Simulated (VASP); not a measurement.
Input of a VASP 6.6.1 run:

INCAR

```
PREC = Accurate ; ENCUT = 520
EDIFF = 1E-7 ; ISMEAR = 0
SIGMA = 0.05 ; LREAL = F
LASPH = T ; NELM = 80
ALGO = Normal ; ISIF = 2
LWAVE = F ; LCHARG = F
GGA = PS ; NBANDS = 15
```

File KPOINTS:

```
regular mesh
0
Gamma
  6 6 6
```

The input POSCAR:

```
KCl
1.0
    3.7432161000      0.0000000000      0.0000000000
    0.0000000000      3.7432161000      0.0000000000
    0.0000000000      0.0000000000      3.7432161000
K Cl
1 1
Direct
    0.0000000000      0.0000000000      0.0000000000
    0.5000000000      0.5000000000      0.5000000000
```

Potentials or basis: VASP PAW PBE potentials, release 64 (K_sv, Cl).

Launch:

```console
$ cat potpaw_PBE.64/K_sv/POTCAR potpaw_PBE.64/Cl/POTCAR > POTCAR
$ mpirun -np 1 vasp_std > vasp.out
```

(1) Predict the pressure.

(2) Predict the band gap on the k mesh.

## Answers

(1) 0.0 GPa.

(2) 4.94 eV, indirect (least direct gap 5.16 eV).

Caveat: the cell differs from its parent crystal (strain -0.025 along x and y, -0.025 along z); the PAW data sets were made with another functional, which shifts forces and pressure a little.
